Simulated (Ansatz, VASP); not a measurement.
Ir in VASP and in Ansatz

```
CELL_PARAMETERS angstrom
0.00000 2.09036 1.79123
2.09036 0.00000 1.79123
2.09036 2.09036 0.00000
ATOMIC_POSITIONS crystal
Ir 0.00000 0.00000 0.00000
```

Alike in both runs: task single point; functional PBE; k mesh 22 × 22 × 22; occupations gaussian, width 0.15 eV; no spin polarisation.

|  | VASP | Ansatz |
| --- | --- | --- |
| version | VASP 6.6.1 | Ansatz 0.2.0 |
| potentials or method | VASP PAW PBE potentials, release 64 (Ir), cutoff 520 eV | scalar-relativistic, plane waves, PAW |
| valence electrons in the cell | 9 | 17 |

```csv
,VASP,Ansatz,Ansatz less VASP
gap on the k mesh at the Fermi level (eV),none,none,-
pressure (GPa),-17.6,-18.1,-0.53
"traceless stress, the component that is largest in VASP (GPa)",23.08,23.27,+0.196
```

A gap of «none» marks a metal or a gap that the smearing closes. With one functional, cell and mesh, what is left measures potentials, basis and numerics. VASP's potentials hold 9 valence electrons a cell and Ansatz's 17, so a difference there can come from the potentials and not from the codes.

Spin-orbit coupling is off throughout.
